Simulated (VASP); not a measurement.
# Ge (Cmcm) in VASP: settings compared

Aim: see how the results for Ge move with the level of theory and the settings. Levels: PBEsol-based screened hybrid, BLYP, B3LYP. Tasks: single point, relaxation of cell and atoms.

Program: VASP 6.6.1. These are calculated values, not measurements. Logs are shortened: lines on timing, memory, paths and dates and some standing lists are left out, and cuts for length are marked.

## Step 1: The cell of the first run

The typed cell holds 2 atoms: a = 2.949 Å, b = 2.949 Å, c = 4.831 Å, α = 90.00°, β = 90.00°, γ = 120.03°.

## Step 2: Single point, PBEsol-based screened hybrid

The input, POSCAR:

```
Ge
1.0
    1.4736800895     -2.5541226112      0.0000000000
    1.4736800895      2.5541226112      0.0000000000
    0.0000000000      0.0000000000      4.8305793518
Ge
2
Direct
    0.3336744845      0.6663255155      0.2500000000
    0.6663255155      0.3336744845      0.7500000000
```

The input, INCAR.step1:

```
  PREC = Accurate
  ENCUT = 520
  EDIFF = 1E-5
  ISMEAR = -1
  SIGMA = 0.05
  LREAL = F
  LASPH = T
  NELM = 80
  ALGO = Normal
  ISIF = 2
  LWAVE = T
  LCHARG = F
  GGA = PE
  NBANDS = 21
```

The input, INCAR.step2:

```
  PREC = Accurate
  ENCUT = 520
  EDIFF = 1E-6
  ISMEAR = -1
  SIGMA = 0.05
  LREAL = F
  LASPH = T
  NELM = 80
  ALGO = Normal
  ISIF = 2
  LWAVE = F
  LCHARG = F
  GGA = PS
  LHFCALC = T
  AEXX = 0.25
  HFSCREEN = 0.207
  PRECFOCK = Normal
  ISTART = 1
  NBANDS = 21
```

The input, KPOINTS:

```
Automatic mesh
0
Gamma
  5 5 3
```

Potentials or basis: VASP PAW PBE potentials, release 64 (Ge_d).

Started as:

```sh
cat potpaw_PBE.64/Ge_d/POTCAR > POTCAR
cp INCAR.step1 INCAR
mpirun -np 1 vasp_std > vasp.out
cp INCAR.step2 INCAR
mpirun -np 1 vasp_std > vasp.out
```

OUTCAR:

```text
PREC = Accurate
   ENCUT = 520
   EDIFF = 1E-6
   ISMEAR = -1
   LREAL = F
   LASPH = T
   NELM = 80
   ISIF = 2
   GGA = PS
   LHFCALC = T
   AEXX = 0.25
   HFSCREEN = 0.207
   PRECFOCK = Normal
   ISTART = 1

 ion  position               nearest neighbor table
   1  0.334  0.666  0.250-
   2  0.666  0.334  0.750-

  LATTYP: Found a base centered orthorhombic cell.
 ALAT       =     2.9473601790
 B/A-ratio  =     1.7331594757
 C/A-ratio  =     1.6389511490

  Lattice vectors:

 A1 = (   1.4736800895,  -2.5541226112,   0.0000000000)
 A2 = (   1.4736800895,   2.5541226112,   0.0000000000)
 A3 = (   0.0000000000,   0.0000000000,   4.8305793518)

Analysis of symmetry for initial positions (statically):
=====================================================================
 Subroutine PRICEL returns:
 Original cell was already a primitive cell.

 Routine SETGRP: Setting up the symmetry group for a
 base centered orthorhombic supercell.

 Subroutine GETGRP returns: Found  8 space group operations
 (whereof  4 operations were pure point group operations)
 out of a pool of  8 trial point group operations.

The static configuration has the point symmetry C_2h.
 The point group associated with its full space group is D_2h.

Analysis of symmetry for dynamics (positions and initial velocities):
=====================================================================
 Subroutine PRICEL returns:
 Original cell was already a primitive cell.

 Routine SETGRP: Setting up the symmetry group for a
 base centered orthorhombic supercell.

 Subroutine GETGRP returns: Found  8 space group operations
 (whereof  4 operations were pure point group operations)
 out of a pool of  8 trial point group operations.

The dynamic configuration has the point symmetry C_2h.
 The point group associated with its full space group is D_2h.

 Subroutine INISYM returns: Found  8 space group operations
 (whereof  4 operations are pure point group operations),
 and found     1 'primitive' translations

----------------------------------------------------------------------------------------

                                     Primitive cell

  volume of cell :      36.3642

  direct lattice vectors                    reciprocal lattice vectors
     1.473680089 -2.554122611  0.000000000     0.339286663 -0.195761941  0.000000000
     1.473680089  2.554122611  0.000000000     0.339286663  0.195761941  0.000000000
     0.000000000  0.000000000  4.830579352     0.000000000  0.000000000  0.207014506

  length of vectors
     2.948775224  2.948775224  4.830579352     0.391711855  0.391711855  0.207014506

  position of ions in fractional coordinates (direct lattice)
     0.333674485  0.666325515  0.250000000
     0.666325515  0.333674485  0.750000000

  ion indices of the primitive-cell ions
   primitive index   ion index
                 1           1
                 2           2

----------------------------------------------------------------------------------------

 KPOINTS: Automatic mesh

Automatic generation of k-mesh.
 Grid dimensions read from file:
 generate k-points for:    5    5    3

 Generating k-lattice:

  Cartesian coordinates                     Fractional coordinates (reciprocal lattice)
     0.067857333 -0.039152388  0.000000000     0.200000000  0.000000000  0.000000000
     0.067857333  0.039152388  0.000000000     0.000000000  0.200000000  0.000000000
     0.000000000  0.000000000  0.069004835     0.000000000  0.000000000  0.333333333

  Length of vectors
     0.078342371  0.078342371  0.069004835

  Shift w.r.t. Gamma in fractional coordinates (k-lattice)
     0.000000000  0.000000000  0.000000000

 Subroutine IBZKPT returns following result:
 ===========================================

 Found     18 irreducible k-points:

 Following reciprocal coordinates:
            Coordinates               Weight
  0.000000  0.000000  0.000000      1.000000
  0.200000  0.000000  0.000000      4.000000
  0.400000  0.000000  0.000000      4.000000
  0.200000  0.200000  0.000000      2.000000
  0.400000  0.200000  0.000000      4.000000
 -0.400000  0.200000  0.000000      4.000000
[... 10 lines left out ...]
  0.400000  0.400000  0.333333      4.000000
 -0.400000  0.400000  0.333333      4.000000
   k-points           NKPTS =     18   k-points in BZ     NKDIM =     75   number of bands    NBANDS=     21
   number of dos      NEDOS =    301   number of ions     NIONS =      2
   total plane-waves  NPLWV =  20736
   dimension x,y,z NGX =    24 NGY =   24 NGZ =   36
   dimension x,y,z NGXF=    48 NGYF=   48 NGZF=   72
   ions per type =               2
   NGX,Y,Z   is equivalent  to a cutoff of  13.53, 13.53, 12.39 a.u.
   NGXF,Y,Z  is equivalent  to a cutoff of  27.06, 27.06, 24.78 a.u.
 SYSTEM =  unknown system
   PREC   = accura    normal or accurate (medium, high low for compatibility)
   ISTART =      1    job   : 0-new  1-cont  2-samecut
   ICHARG =      0    charge: 1-file 2-atom 10-const
   ISPIN  =      1    spin polarized calculation?
   LNONCOLLINEAR =      F non collinear calculations
   LSORBIT =      F    spin-orbit coupling
   LASPH  =      T    aspherical Exc in radial PAW
   ENCUT  =  520.0 eV  38.22 Ry    6.18 a.u.   5.48  5.48  8.98*2*pi/ulx,y,z
   NELM   =     80;   NELMIN=  2; NELMDL=  0     # of ELM steps
   EDIFF  = 0.1E-05   stopping-criterion for ELM
   LREAL  =      F    real-space projection
   EDIFFG = 0.1E-04   stopping-criterion for IOM
   NSW    =      0    number of steps for IOM
   IBRION =     -1    ionic relax: 0-MD 1-quasi-New 2-CG
   NFREE  =      0    steps in history (QN), initial steepest desc. (CG)
   ISIF   =      2    stress and relaxation
   ISYM   =      3    0-nonsym 1-usesym 2-fastsym
   POTIM  = 0.5000    time-step for ionic-motion
   TEBEG  =    0.0;   TEEND  =   0.0 temperature during run
   PSTRESS=    0.0 pullay stress
   NELECT =      28.0000    total number of electrons
   NUPDOWN=      -1.0000    fix difference up-down
   EMIN   =  10.00;   EMAX   =-10.00  energy-range for DOS
   EFERMI =   0.00;   METHOD = LEGACY
   ISMEAR =    -1;   SIGMA  =   0.05  broadening in eV -4-tet -1-fermi 0-gaus
   EFERMI_NEDOS =   21; number of points for ismear=-14 and -15
   IALGO  =     38    algorithm
   IMIX   =      1    mixing-type and parameters
     AMIX     =   0.40;   BMIX     =  1.00
     AMIX_MAG =   1.60;   BMIX_MAG =  1.00
  volume/ion in A,a.u.               =      18.18       122.70
  Fermi-wavevector in a.u.,A,eV,Ry     =   1.500500  2.835535 30.633537  2.251501
  Thomas-Fermi vector in A             =   2.611993
   LORBIT       =      0    0 simple, 1 ext, 2 COOP (PROOUT), +10 PAW based schemes
   GGA     = PS    functional components
   LHFCALC =     T    Hartree Fock is set to
   PRECFOCK=normal    Normal, Fast or Accurate (Low or Medium for compatibility)
   ENCUT4O =  -1.0   cutoff for four orbital integrals eV
   NKREDX  =     1    reduce k-point grid by
   NKREDY  =     1    reduce k-point grid by
   NKREDZ  =     1    reduce k-point grid by
   AEXX    =    0.2500 exact exchange contribution
   HFSCREEN=    0.2070 screening length (either q_TF or 0.3 A-1)
   HFSCREENC=   0.2070 screening length for correlation (either q_TF or 0.3 A-1)
   ENCUTFOCK=  -1.0 apply spherical cutoff to Coloumb kernel
   IVDW    =     0    specifies the selected vdW correction
   LEPSILON=     F    determine dielectric tensor
   LRPA    =     F    only Hartree local field effects (RPA)
 non-spin polarized calculation
  energy-cutoff  :      520.00
  volume of cell :       36.36
 maximum number of plane-waves:      1008
 NGX is ok and might be reduce to    24
  NGX = 18; NGY = 18; NGZ = 28

 number of electron      27.9999960 magnetization

 Free energy of the ion-electron system (eV)
  ---------------------------------------------------
  ext. energy  EPLUGINS =         0.00000000
  ---------------------------------------------------
  free energy    TOTEN  =       -10.26940014 eV

  energy without entropy =      -10.25993360  energy(sigma->0) =      -10.26466687

 E-fermi :   6.9734     XC(G=0):  -9.5235

 val. band max:        6.7413898969   @ k =   0.4000   0.4000   0.0000
 cond. band min:       7.0203841342   @ k =   0.2000   0.2000   0.3333
 fundamental gap:      0.2789942373
 Fermi energy:         6.9733979348

 k-point     1 :       0.0000    0.0000    0.0000
  band No.  band energies     occupation
      1     -21.0592      2.00000
      2     -21.0587      2.00000
      3     -21.0582      2.00000
      4     -21.0533      2.00000
      5     -21.0508      2.00000
      6     -21.0506      2.00000
[... 13 lines left out ...]
     20      20.9374      0.00000
     21      22.4499      0.00000

 k-point     2 :       0.2000    0.0000    0.0000
  band No.  band energies     occupation
      1     -21.0851      2.00000
      2     -21.0575      2.00000
      3     -21.0349      2.00000
      4     -21.0337      2.00000
      5     -21.0287      2.00000
      6     -21.0255      2.00000
[... 13 lines left out ...]
     20      20.5137      0.00000
     21      22.1600      0.00000

 k-point     3 :       0.4000    0.0000    0.0000
  band No.  band energies     occupation
      1     -21.1157      2.00000
      2     -21.0672      2.00000
      3     -21.0669      2.00000
      4     -21.0455      2.00000
      5     -21.0023      2.00000
      6     -21.0014      2.00000
[... 13 lines left out ...]
     20      19.3710      0.00000
     21      20.8596      0.00000
[... 313 lines left out ...]
 k-point    17 :       0.4000    0.4000    0.3333
  band No.  band energies     occupation
      1     -21.0730      2.00000
      2     -21.0704      2.00000
      3     -21.0472      2.00000
      4     -21.0420      2.00000
      5     -21.0366      2.00000
      6     -20.9868      2.00000
[... 13 lines left out ...]
     20      20.1984      0.00000
     21      20.3442      0.00000

 k-point    18 :      -0.4000    0.4000    0.3333
  band No.  band energies     occupation
      1     -21.1035      2.00000
      2     -21.0785      2.00000
      3     -21.0724      2.00000
      4     -21.0419      2.00000
      5     -21.0223      2.00000
      6     -20.9797      2.00000
[... 13 lines left out ...]
     20      17.0320      0.00000
     21      17.9638      0.00000

------------------------ aborting loop because EDIFF is reached ----------------------------------------

  FORCE on cell =-STRESS in cart. coord.  units (eV):
  Direction    XX          YY          ZZ          XY          YZ          ZX
  --------------------------------------------------------------------------------------
  -------------------------------------------------------------------------------------
  Total        0.0605209      0.0552120      0.0556348      0.0000000     -0.0000000      0.0000000
  in kB        2.6665025      2.4325965      2.4512215      0.0000000     -0.0000000      0.0000000
  external PRESSURE =       2.5167735 kB  Pullay stress =       0.0000000 kB

 VOLUME and BASIS-vectors are now :
 -----------------------------------------------------------------------------
  energy-cutoff  :      520.00
  volume of cell :       36.36
      direct lattice vectors                 reciprocal lattice vectors
     1.473680089 -2.554122611  0.000000000     0.339286663 -0.195761941  0.000000000
     1.473680089  2.554122611  0.000000000     0.339286663  0.195761941  0.000000000
     0.000000000  0.000000000  4.830579352     0.000000000  0.000000000  0.207014506

 POSITION                                       TOTAL-FORCE (eV/Angst)
 -----------------------------------------------------------------------------------
      1.47368      0.84963      1.20764         0.000000     -0.002903      0.000000
      1.47368     -0.84963      3.62293         0.000000      0.002903     -0.000000
 -----------------------------------------------------------------------------------
    total drift:                                0.000000      0.000000      0.000000

  FREE ENERGIE OF THE ION-ELECTRON SYSTEM (eV)
  ---------------------------------------------------
  free  energy   TOTEN  =       -10.2694001421 eV

  energy  without entropy=      -10.2599335985  energy(sigma->0) =      -10.26466687
```

Run time: 27 min. Hardware: 1 thread of AMD EPYC 7R13 (Zen 3), shared host; peak memory 0.23 GiB.

Results:

- Free energy: -10.2694 eV
- Pressure: 0.3 GPa
- Band gap on the k mesh: zero (band 14 reaches 14.98 eV, above the bottom of band 15 at 5.81 eV)

Forces in eV/Å, atoms in the order of the input:
```
Ge   0.000 -0.003  0.000
Ge   0.000  0.003  0.000
```

Levels at points of the mesh, in eV from the Fermi level:
```
           k point  band 11  band 12  band 13  band 14  band 15  band 16  band 17  band 18
(0.00, 0.00, 0.00)   -15.07    -8.92    -6.52     8.01     8.04    10.09    10.10    10.52
```

Caveat: the k points lie up to 0.49 Å⁻¹ apart; the PAW data sets were made with another functional, which shifts forces and pressure a little.

## Step 3: Relaxation of cell and atoms, BLYP

This run uses another cell than the first one, of 18.25 Å³/atom, 1.004 times its volume.

The input, INCAR:

```
PREC = Accurate
ENCUT = 600
EDIFF = 1E-7
ISMEAR = -1
SIGMA = 0.05
LREAL = F
LASPH = T
NELM = 80
ALGO = Normal
ISIF = 3
LWAVE = F
LCHARG = F
GGA = B5
ALDAX = 1.0
AGGAX = 1.0
AGGAC = 1.0
ALDAC = 0.0
IBRION = 2
NSW = 60
EDIFFG = -0.01
```

The input, KPOINTS:

```
regular mesh
0
Gamma
  10 10 6
```

The input, POSCAR:

```
Ge
1.0
    1.4880529250     -2.5946896100      0.0000000000
    1.4880529250      2.5946896100      0.0000000000
    0.0000000000      0.0000000000      4.7275957900
Ge
2
Direct
    0.3334466300      0.6665533700      0.2500000000
    0.6665533700      0.3334466300      0.7500000000
```

Potentials or basis: VASP PAW PBE potentials, release 64 (Ge_d).

Started as:

```sh
cat potpaw_PBE.64/Ge_d/POTCAR > POTCAR
mpirun -np 1 vasp_std > vasp.out
```

It used 1000 s of CPU time on 1 thread of AMD EPYC 7R13 Processor (Zen 3), on a shared host.

It converged, with:

* Free energy: -6.6670 eV
* Relaxed volume: 21.50 Å³/atom
* Relaxed cell: a = 3.124 Å, b = 3.124 Å, c = 5.101 Å, α = 90.00°, β = 90.00°, γ = 120.30°
* Space group after relaxing (to 0.05 Å): P6_3/mmc (No. 194)
* Energy gained by relaxing: 101.6 meV/atom
* Ionic steps: 9
* Pressure after relaxing: 0.0 GPa
* Largest force after relaxing: 0.006 eV/Å
* Band gap on the k mesh: zero (band 14 reaches 11.73 eV, above the bottom of band 15 at 4.13 eV)

Forces in eV/Å, atoms in the order of the input:
```
Ge   0.000  0.006  0.000
Ge   0.000 -0.006  0.000
```

Step by step:
```
step  energy change (eV)  largest force (eV/Å)  pressure (GPa)  volume (Å³)
   1              0.0000                0.0003           11.44        36.51
   2             -0.1991                0.0052           -0.95        43.83
   3             -0.2014                0.0045           -0.10        42.95
   4             -0.2012                0.0044            0.15        42.81
   5             -0.2023                0.0044            0.19        42.79
   6             -0.2030                0.0056            0.30        42.73
   7             -0.2031                0.0053            0.31        42.75
   8             -0.2032                0.0049           -0.06        43.08
   9             -0.2033                0.0058           -0.01        42.99
```

Final structure:
```
Ge
1.0
     1.55504   -2.70987    0.00000
     1.55504    2.70987    0.00000
     0.00000    0.00000    5.10105
Ge
2
Direct
  0.33328 0.66672 0.25000
  0.66672 0.33328 0.75000
```

Levels at points of the mesh, in eV from the Fermi level:
| k point | band 10 | band 11 | band 12 | band 13 | band 14 | band 15 | band 16 | band 17 | band 18 |
| --- | --- | --- | --- | --- | --- | --- | --- | --- | --- |
| (0.00, 0.00, 0.00) | -24.66 | -12.17 | -7.83 | -4.68 | 5.69 | 5.78 | 7.31 | 7.41 | 7.56 |
| (0.50, 0.00, 0.00) | -24.66 | -8.04 | -6.69 | -2.81 | -1.52 | -0.66 | 1.56 | 2.28 | 5.75 |
| (0.50, 0.50, 0.00) | -24.66 | -8.11 | -6.72 | -2.84 | -1.53 | -0.71 | 1.55 | 2.41 | 5.87 |
| (0.00, 0.00, 0.50) | -24.68 | -10.80 | -10.80 | 0.95 | 0.95 | 6.52 | 6.52 | 6.60 | 6.60 |
| (0.50, 0.00, 0.50) | -24.66 | -7.03 | -7.03 | -4.10 | -4.10 | 3.58 | 3.58 | 3.81 | 3.81 |
| (0.50, 0.50, 0.50) | -24.66 | -7.09 | -7.09 | -4.12 | -4.12 | 3.70 | 3.70 | 3.80 | 3.80 |

Caveat: the volume moved by over 15 % at a fixed basis, so the end points are rough; the PAW data sets were made with another functional, which shifts forces and pressure a little.

[end of part 1 of 2]
